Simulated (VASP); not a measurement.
A run of VASP 6.6.1 is set up as follows.

File INCAR:

```
SYSTEM = B18N17
ALGO = Normal
EDIFF = 1E-6
ENCUT = 520
GGA = PE
ISIF = 2
ISMEAR = -1
LASPH = .True.
LCHARG = .False.
LREAL = Auto
LWAVE = .False.
NBANDS = 92
NELECT = 136.0
NELM = 60
PREC = Accurate
SIGMA = 0.01
```

File KPOINTS:

```
k-points
0
Gamma
  3 3 3
  0 0 0
```

The input POSCAR:

```
B18N17
1.0
    7.4947200001      0.0000000000      0.0000000000
   -3.7473600000      6.4906179143      0.0000000000
    0.0000000000      0.0000000000      6.6357000000
B N
18 17
Direct
    0.1111111111      0.2222222222      0.2500000000
    0.1107564965      0.5554654449      0.2500000000
    0.1107564965      0.8886243849      0.2500000000
    0.4447089484      0.2225768369      0.2500000000
    0.4447089484      0.5554654449      0.2500000000
    0.4444444444      0.8888888889      0.2500000000
    0.7778678885      0.2225768369      0.2500000000
    0.7777777778      0.5555555556      0.2500000000
    0.7778678885      0.8886243849      0.2500000000
    0.2201907443      0.1131425891      0.7500000000
    0.2201907443      0.4403814886      0.7500000000
    0.2234819671      0.7784076502      0.7500000000
    0.5549256831      0.1098513662      0.7500000000
    0.5564651076      0.4448992205      0.7500000000
    0.5549256831      0.7784076502      0.7500000000
    0.8929518448      0.1131425891      0.7500000000
    0.8884341129      0.4448992205      0.7500000000
    0.8884341129      0.7768682258      0.7500000000
    0.1108544030      0.5513272156      0.7500000000
    0.1108544030      0.8928605207      0.7500000000
    0.4404728126      0.2224789304      0.7500000000
    0.4404728126      0.5513272156      0.7500000000
    0.4444444444      0.8888888889      0.7500000000
    0.7820061178      0.2224789304      0.7500000000
    0.7777777778      0.5555555556      0.7500000000
    0.7820061178      0.8928605207      0.7500000000
    0.2221538753      0.1111794581      0.2500000000
    0.2221538753      0.4443077505      0.2500000000
    0.2221666540      0.7777499936      0.2500000000
    0.5555833397      0.1111666794      0.2500000000
    0.5555717536      0.4444525435      0.2500000000
    0.5555833397      0.7777499936      0.2500000000
    0.8890255828      0.1111794581      0.2500000000
    0.8888807899      0.4444525435      0.2500000000
    0.8888807899      0.7777615797      0.2500000000
```

Potentials or basis: VASP PAW PBE potentials, release 64 (B, N).

The run is started by

```sh
$ cat potpaw_PBE.64/B/POTCAR potpaw_PBE.64/N/POTCAR > POTCAR
$ mpirun -np 1 vasp_std > vasp.out
```

(1) What does it give for the largest force?

Answers

(1) 0.018 eV/Å.

Caveat: the cell carries a net charge on a neutralising background, which shifts energy and pressure; the cell differs from its parent crystal (atoms taken out, then relaxed in part).
